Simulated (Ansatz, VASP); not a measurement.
## Ba: VASP beside Ansatz

```
CELL_PARAMETERS angstrom
0.00000 3.37558 3.37558
3.37558 0.00000 3.37558
3.37558 3.37558 0.00000
ATOMIC_POSITIONS crystal
Ba 0.00000 0.00000 0.00000
```

Alike in both runs: task single point; functional PBE; k mesh 12 × 12 × 12; occupations gaussian, width 0.1 eV; no spin polarisation.

```csv
,VASP,Ansatz
version,VASP 6.6.1,Ansatz 0.2.0
potentials or method,"VASP PAW PBE potentials, release 64 (Ba_sv), cutoff 520 eV","scalar-relativistic, plane waves, PAW"
valence electrons in the cell,10,10
```

Ansatz gave:

* gap on the k mesh at the Fermi level (eV): none
* pressure (GPa): -1.2

Problem. Which values does VASP return?

Solution. gap on the k mesh at the Fermi level (eV): none; pressure (GPa): -1.1.

A gap of «none» marks a metal or a gap that the smearing closes.

Neither program's run includes spin-orbit coupling.
